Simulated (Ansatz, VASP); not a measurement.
## GaAs: VASP beside Ansatz

```
CELL_PARAMETERS angstrom
7.02477 0.00000 0.00000
0.00000 7.02477 0.00000
0.00000 0.00000 4.06143
ATOMIC_POSITIONS crystal
Ga 0.67599 0.67599 0.00000
Ga 0.82401 0.17599 0.50000
Ga 0.32401 0.32401 0.00000
Ga 0.17599 0.82401 0.50000
As 0.81822 0.81822 0.50000
As 0.68178 0.31822 0.00000
As 0.18178 0.18178 0.50000
As 0.31822 0.68178 0.00000
```

Alike in both runs: functional PBE; k mesh 6 × 6 × 10; occupations gaussian, width 0.01 eV; no spin polarisation.

Ansatz relaxed the structure, and its values are those at the end. VASP's run is a single point on that final structure, the one shown.

|  | VASP | Ansatz |
| --- | --- | --- |
| version | VASP 6.6.1 | Ansatz 0.2.0 |
| potentials or method | VASP PAW PBE potentials, release 64 (Ga_d, As), cutoff 520 eV | scalar-relativistic, plane waves, PAW |
| valence electrons in the cell | 72 | 112 |

```csv
,VASP,Ansatz,Ansatz less VASP
gap on the k mesh at the Fermi level (eV),0.21,0.21,-0.002
least direct gap on the mesh (eV),0.21,0.21,-0.002
pressure (GPa),0.2,0.0,-0.16
rms of the force components (eV/Å),0.004,0.003,-0.0009
```

VASP's potentials hold 72 valence electrons a cell and Ansatz's 112, so a difference there can come from the potentials and not from the codes.
